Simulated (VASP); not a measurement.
# CoSi2 (Fm-3m) in VASP: single point with PBE

Aim: the single point of CoSi2 with PBE.

Program: VASP 6.6.1. These are calculated values, not measurements. Logs are shortened: lines on timing, memory, paths and dates and some standing lists are left out, and cuts for length are marked.

## Step 1: The cell of the first run

It takes space group Fm-3m (No. 225, cubic). Conventional cell: a = 5.360 Å, b = 5.360 Å, c = 5.360 Å, α = 90.00°, β = 90.00°, γ = 90.00°. Co (site symmetry m-3m) has 8 Si at 2.32 Å within 3.1 Å. Within 3.1 Å of Si (site symmetry -43m) lie 4 Co at 2.32 Å and 6 Si at 2.68 Å.

## Step 2: Single point, PBE

File INCAR:

```
SYSTEM = CoSi2
PREC     = Accurate       ! precision mode
ENCUT    = 520            ! plane-wave cutoff, eV
EDIFF    = 1E-6           ! SCF threshold, eV
ISMEAR   = 1              ! smearing method
SIGMA    = 0.1            ! smearing width, eV
LREAL    = Auto         
LASPH    = .True.         ! aspherical terms in the spheres
NELM     = 100            ! most SCF steps
ALGO     = Normal         ! electronic algorithm
ISIF     = 2              ! what is computed and relaxed
LWAVE    = .False.        ! write WAVECAR
LCHARG   = .False.        ! write CHGCAR
GGA      = PE             ! functional
NBANDS   = 126            ! bands
```

File KPOINTS:

```
Automatic mesh
0
Gamma
  3 3 2
  0 0 0
```

File POSCAR:

```
CoSi2
1.0
    0.0000000000      5.3602887450      5.3602887450
    5.3602887450      0.0000000000      5.3602887450
    8.0404331175      8.0404331175      0.0000000000
Co Si
12 24
Direct
    0.0000000000      0.0000000000      0.0000000000
    0.0000000000      0.0000000000      0.3333333333
    0.0000000000      0.0000000000      0.6666666667
    0.0000000000      0.5000000000      0.0000000000
    0.0000000000      0.5000000000      0.3333333333
    0.0000000000      0.5000000000      0.6666666667
    0.5000000000      0.0000000000      0.0000000000
    0.5000000000      0.0000000000      0.3333333333
    0.5000000000      0.0000000000      0.6666666667
    0.5000000000      0.5000000000      0.0000000000
    0.5000000000      0.5000000000      0.3333333333
    0.5000000000      0.5000000000      0.6666666667
    0.3750000000      0.3750000000      0.2500000000
    0.1250000000      0.1250000000      0.0833333333
    0.3750000000      0.3750000000      0.5833333333
    0.1250000000      0.1250000000      0.4166666667
    0.3750000000      0.3750000000      0.9166666667
    0.1250000000      0.1250000000      0.7500000000
    0.3750000000      0.8750000000      0.2500000000
    0.1250000000      0.6250000000      0.0833333333
    0.3750000000      0.8750000000      0.5833333333
    0.1250000000      0.6250000000      0.4166666667
    0.3750000000      0.8750000000      0.9166666667
    0.1250000000      0.6250000000      0.7500000000
    0.8750000000      0.3750000000      0.2500000000
    0.6250000000      0.1250000000      0.0833333333
    0.8750000000      0.3750000000      0.5833333333
    0.6250000000      0.1250000000      0.4166666667
    0.8750000000      0.3750000000      0.9166666667
    0.6250000000      0.1250000000      0.7500000000
    0.8750000000      0.8750000000      0.2500000000
    0.6250000000      0.6250000000      0.0833333333
    0.8750000000      0.8750000000      0.5833333333
    0.6250000000      0.6250000000      0.4166666667
    0.8750000000      0.8750000000      0.9166666667
    0.6250000000      0.6250000000      0.7500000000
```

Potentials or basis: VASP PAW PBE potentials, release 64 (Co, Si).

Launch:

```sh
$ cat potpaw_PBE.64/Co/POTCAR potpaw_PBE.64/Si/POTCAR > POTCAR
$ mpirun -np 1 vasp_std > vasp.out
```

OUTCAR:

```text
SYSTEM = CoSi2
   PREC = Accurate
   ENCUT = 520
   EDIFF = 1E-6
   ISMEAR = 1
   LREAL = Auto
   LASPH = .True.
   NELM = 100
   ISIF = 2
   GGA = PE

 ion  position               nearest neighbor table
   1  0.000  0.000  0.000-  14 2.32  35 2.32  31 2.32  18 2.32  26 2.32  29 2.32  20 2.32  23 2.32

   2  0.000  0.000  0.333-  31 2.32  14 2.32  33 2.32  25 2.32  28 2.32  19 2.32  22 2.32  16 2.32

   3  0.000  0.000  0.667-  18 2.32  16 2.32  35 2.32  24 2.32  27 2.32  30 2.32  21 2.32  33 2.32
[... 53 lines left out ...]
  30  0.625  0.125  0.750-   9 2.32   7 2.32   3 2.32  12 2.32  23 2.68  27 2.68  15 2.68  17 2.68
                            33 2.68  35 2.68
  31  0.875  0.875  0.250-   2 2.32   1 2.32   5 2.32   8 2.32  14 2.68  34 2.68  22 2.68  26 2.68
                            28 2.68  20 2.68
  32  0.625  0.625  0.083-  10 2.32  11 2.32   4 2.32   7 2.32  23 2.68  29 2.68  13 2.68  35 2.68
                            19 2.68  25 2.68
  33  0.875  0.875  0.583-   2 2.32   6 2.32   9 2.32   3 2.32  22 2.68  28 2.68  16 2.68  36 2.68
                            30 2.68  24 2.68
  34  0.625  0.625  0.417-  12 2.32   8 2.32   5 2.32  11 2.32  21 2.68  27 2.68  15 2.68  31 2.68
                            19 2.68  25 2.68
  35  0.875  0.875  0.917-   1 2.32   3 2.32   4 2.32   7 2.32  20 2.68  26 2.68  18 2.68  32 2.68
                            30 2.68  24 2.68
  36  0.625  0.625  0.750-  12 2.32  10 2.32   6 2.32   9 2.32  17 2.68  33 2.68  23 2.68  27 2.68
                            29 2.68  21 2.68

  LATTYP: Found a face centered orthorhombic cell.
 ALAT       =     7.5805930414
 B/A-ratio  =     1.7320508076
 C/A-ratio  =     2.4494897428

  Lattice vectors:

 A1 = (   8.0404331175,   8.0404331175,   0.0000000000)
 A2 = (   2.6801443725,   8.0404331175,  -5.3602887450)
 A3 = (   0.0000000000,   5.3602887450,   5.3602887450)

Analysis of symmetry for initial positions (statically):
=====================================================================
 Subroutine PRICEL returns following result:

  LATTYP: Found a face centered cubic cell.
 ALAT       =     5.3602887450

  Lattice vectors:

 A1 = (   0.0000000000,   2.6801443725,   2.6801443725)
 A2 = (   2.6801443725,   0.0000000000,   2.6801443725)
 A3 = (   2.6801443722,   2.6801443722,   0.0000000000)

  12 primitive cells build up your supercell.

 Routine SETGRP: Setting up the symmetry group for a
 face centered orthorhombic supercell.

 Subroutine GETGRP returns: Found  4 space group operations
 (whereof  4 operations were pure point group operations)
 out of a pool of  8 trial point group operations.

The static configuration has the point symmetry C_2h.

Analysis of symmetry for dynamics (positions and initial velocities):
=====================================================================
 Subroutine PRICEL returns following result:

  LATTYP: Found a face centered cubic cell.
 ALAT       =     5.3602887450

  Lattice vectors:

 A1 = (   0.0000000000,   2.6801443725,   2.6801443725)
 A2 = (   2.6801443725,   0.0000000000,   2.6801443725)
 A3 = (   2.6801443722,   2.6801443722,   0.0000000000)

  12 primitive cells build up your supercell.

 Routine SETGRP: Setting up the symmetry group for a
 face centered orthorhombic supercell.

 Subroutine GETGRP returns: Found  4 space group operations
 (whereof  4 operations were pure point group operations)
 out of a pool of  8 trial point group operations.

The dynamic configuration has the point symmetry C_2h.

 Subroutine INISYM returns: Found  4 space group operations
 (whereof  4 operations are pure point group operations),
 and found    12 'primitive' translations

----------------------------------------------------------------------------------------

                                     Primitive cell

  volume of cell :      38.5039

  direct lattice vectors                    reciprocal lattice vectors
     0.000000000  2.680144373  2.680144373    -0.186557114  0.186557114  0.186557114
     2.680144373  0.000000000  2.680144373     0.186557114 -0.186557114  0.186557114
     2.680144372  2.680144372  0.000000000     0.186557114  0.186557114 -0.186557114

  length of vectors
     3.790296521  3.790296521  3.790296520     0.323126400  0.323126400  0.323126400

  position of ions in fractional coordinates (direct lattice)
     0.000000000  0.000000000  0.000000000
     0.750000000  0.750000000  0.750000000
     0.250000000  0.250000000  0.250000000

  ion indices of the primitive-cell ions
   primitive index   ion index
                 1           1
                 2          35
                 3          14

----------------------------------------------------------------------------------------

 KPOINTS: Automatic mesh

Automatic generation of k-mesh.
 Grid dimensions read from file:
 generate k-points for:    3    3    2

 Generating k-lattice:

  Cartesian coordinates                     Fractional coordinates (reciprocal lattice)
    -0.031092852  0.031092852  0.031092852     0.333333333  0.000000000  0.000000000
     0.031092852 -0.031092852  0.031092852     0.000000000  0.333333333  0.000000000
     0.031092852  0.031092852 -0.031092852     0.000000000  0.000000000  0.500000000

  Length of vectors
     0.053854400  0.053854400  0.053854400

  Shift w.r.t. Gamma in fractional coordinates (k-lattice)
     0.000000000  0.000000000  0.000000000

 WARNING: IBZKPT: internal override: KBLOWUP is changed to .FALSE.
      ... skipping the blow-up phase ...

 Subroutine IBZKPT returns following result:
 ===========================================

 Found      8 irreducible k-points:

 Following reciprocal coordinates:
            Coordinates               Weight
  0.000000  0.000000  0.000000      1.000000
  0.333333  0.000000  0.000000      4.000000
  0.333333  0.333333  0.000000      2.000000
 -0.333333  0.333333  0.000000      2.000000
  0.000000  0.000000  0.500000      1.000000
  0.333333  0.000000  0.500000      4.000000
  0.333333  0.333333  0.500000      2.000000
 -0.333333  0.333333  0.500000      2.000000
   k-points           NKPTS =      8   k-points in BZ     NKDIM =      8   number of bands    NBANDS=    126
   number of dos      NEDOS =    301   number of ions     NIONS =     36
   total plane-waves  NPLWV = 282240
   dimension x,y,z NGX =    56 NGY =   56 NGZ =   90
   dimension x,y,z NGXF=   112 NGYF=  112 NGZF=  180
   ions per type =              12  24
   NGX,Y,Z   is equivalent  to a cutoff of  12.28, 12.28, 13.16 a.u.
   NGXF,Y,Z  is equivalent  to a cutoff of  24.56, 24.56, 26.32 a.u.
 SYSTEM =  CoSi2
   PREC   = accura    normal or accurate (medium, high low for compatibility)
   ISTART =      0    job   : 0-new  1-cont  2-samecut
   ICHARG =      2    charge: 1-file 2-atom 10-const
   ISPIN  =      1    spin polarized calculation?
   LNONCOLLINEAR =      F non collinear calculations
   LSORBIT =      F    spin-orbit coupling
   LASPH  =      T    aspherical Exc in radial PAW
   ENCUT  =  520.0 eV  38.22 Ry    6.18 a.u.  14.09 14.09 21.14*2*pi/ulx,y,z
   NELM   =    100;   NELMIN=  2; NELMDL= -5     # of ELM steps
   EDIFF  = 0.1E-05   stopping-criterion for ELM
   LREAL  =      T    real-space projection
   EDIFFG = 0.1E-04   stopping-criterion for IOM
   NSW    =      0    number of steps for IOM
   IBRION =     -1    ionic relax: 0-MD 1-quasi-New 2-CG
   NFREE  =      0    steps in history (QN), initial steepest desc. (CG)
   ISIF   =      2    stress and relaxation
   ISYM   =      2    0-nonsym 1-usesym 2-fastsym
   POTIM  = 0.5000    time-step for ionic-motion
   TEBEG  =    0.0;   TEEND  =   0.0 temperature during run
   PSTRESS=    0.0 pullay stress
   NELECT =     204.0000    total number of electrons
   NUPDOWN=      -1.0000    fix difference up-down
   EMIN   =  10.00;   EMAX   =-10.00  energy-range for DOS
   EFERMI =   0.00;   METHOD = LEGACY
   ISMEAR =     1;   SIGMA  =   0.10  broadening in eV -4-tet -1-fermi 0-gaus
   EFERMI_NEDOS =   21; number of points for ismear=-14 and -15
   IALGO  =     38    algorithm
   IMIX   =      4    mixing-type and parameters
     AMIX     =   0.40;   BMIX     =  1.00
     AMIX_MAG =   1.60;   BMIX_MAG =  1.00
  volume/ion in A,a.u.               =      12.83        86.61
  Fermi-wavevector in a.u.,A,eV,Ry     =   1.246588  2.355710 21.143205  1.553982
  Thomas-Fermi vector in A             =   2.380759
   LORBIT       =      0    0 simple, 1 ext, 2 COOP (PROOUT), +10 PAW based schemes
   GGA     = PE    functional components
   LHFCALC =     F    Hartree Fock is set to
   AEXX    =    0.0000 exact exchange contribution
   IVDW    =     0    specifies the selected vdW correction
   LEPSILON=     F    determine dielectric tensor
   LRPA    =     F    only Hartree local field effects (RPA)
 non-spin polarized calculation
 Methfessel and Paxton  Order N= 1 SIGMA  =   0.10
  energy-cutoff  :      520.00
  volume of cell :      462.05
 maximum number of plane-waves:     12494
   NGX = 29   NGY = 29   NGZ = 43

 number of electron     203.9999978 magnetization

 Free energy of the ion-electron system (eV)
  ---------------------------------------------------
  ext. energy  EPLUGINS =         0.00000000
  ---------------------------------------------------
  free energy    TOTEN  =      -231.43797594 eV

  energy without entropy =     -231.40763166  energy(sigma->0) =     -231.42786118

 E-fermi :  10.2003     XC(G=0): -11.7354

 val. band max:        9.8267860120   @ k =  -0.3333   0.3333   0.0000
 cond. band min:      10.2013733438   @ k =   0.3333   0.0000   0.0000
 fundamental gap:      0.3745873318
 Fermi energy:        10.2003094597

 k-point     1 :       0.0000    0.0000    0.0000
  band No.  band energies     occupation
      1      -3.0462      2.00000
      2      -1.4043      2.00000
      3      -1.4043      2.00000
      4       0.1250      2.00000
      5       0.1250      2.00000
      6       0.2645      2.00000
[... 925 lines left out ...]
    113      12.6772      0.00000
    114      12.6772      0.00000
 [bands above 114 left out]

------------------------ aborting loop because EDIFF is reached ----------------------------------------

  FORCE on cell =-STRESS in cart. coord.  units (eV):
  Direction    XX          YY          ZZ          XY          YZ          ZX
  --------------------------------------------------------------------------------------
  -------------------------------------------------------------------------------------
  Total       -0.5860128     -0.5860128     -0.5529324      0.0098135     -0.0141256     -0.0141257
  in kB       -2.0320383     -2.0320383     -1.9173297      0.0340289     -0.0489814     -0.0489819
  external PRESSURE =      -1.9938021 kB  Pullay stress =       0.0000000 kB

 VOLUME and BASIS-vectors are now :
 -----------------------------------------------------------------------------
  energy-cutoff  :      520.00
  volume of cell :      462.05
      direct lattice vectors                 reciprocal lattice vectors
     0.000000000  5.360288745  5.360288745    -0.093278557  0.093278557  0.093278557
     5.360288745  0.000000000  5.360288745     0.093278557 -0.093278557  0.093278557
     8.040433117  8.040433117  0.000000000     0.062185705  0.062185705 -0.062185705

 POSITION                                       TOTAL-FORCE (eV/Angst)
 -----------------------------------------------------------------------------------
      0.00000      0.00000      0.00000        -0.000000     -0.000000     -0.000000
      2.68014      2.68014      0.00000        -0.000000     -0.000000     -0.000000
      5.36029      5.36029      0.00000        -0.000000     -0.000000     -0.000000
      2.68014      0.00000      2.68014        -0.000000     -0.000000     -0.000000
      5.36029      2.68014      2.68014        -0.000000     -0.000000     -0.000000
      8.04043      5.36029      2.68014        -0.000000     -0.000000     -0.000000
[... 28 lines left out ...]
     12.06065     12.06065      9.38051         0.000100      0.000100      0.000051
      9.38051      9.38051      6.70036        -0.000100     -0.000100     -0.000051
 -----------------------------------------------------------------------------------
    total drift:                                0.000000      0.000000      0.000000

  FREE ENERGIE OF THE ION-ELECTRON SYSTEM (eV)
  ---------------------------------------------------
  free  energy   TOTEN  =      -231.4379759430 eV

  energy  without entropy=     -231.4076316650  energy(sigma->0) =     -231.42786118
```

Wall time 18 min (1 thread of Intel Xeon Platinum 8488C (Sapphire Rapids), shared host); peak memory 0.76 GiB.

What came out:

```
Free energy            : -231.4380 eV
Pressure               : -0.2 GPa
Band gap on the k mesh : zero (bands 102 and 103 overlap by 0.69 eV)
```

Levels at points of the mesh, in eV from the Fermi level:
```
           k point  band 98  band 99  band 100  band 101  band 102  band 103  band 104  band 105
(0.00, 0.00, 0.00)    -0.61    -0.61     -0.61     -0.61      0.32      0.32      0.32      0.32
(0.00, 0.00, 0.50)    -0.76    -0.61     -0.61     -0.61     -0.61      0.03      0.03      1.42
```

Spin polarisation is off, so any magnetic state and its effect on volume and gap are missing.

The gap in the log of VASP goes by the Fermi energy; the results here count the filled bands.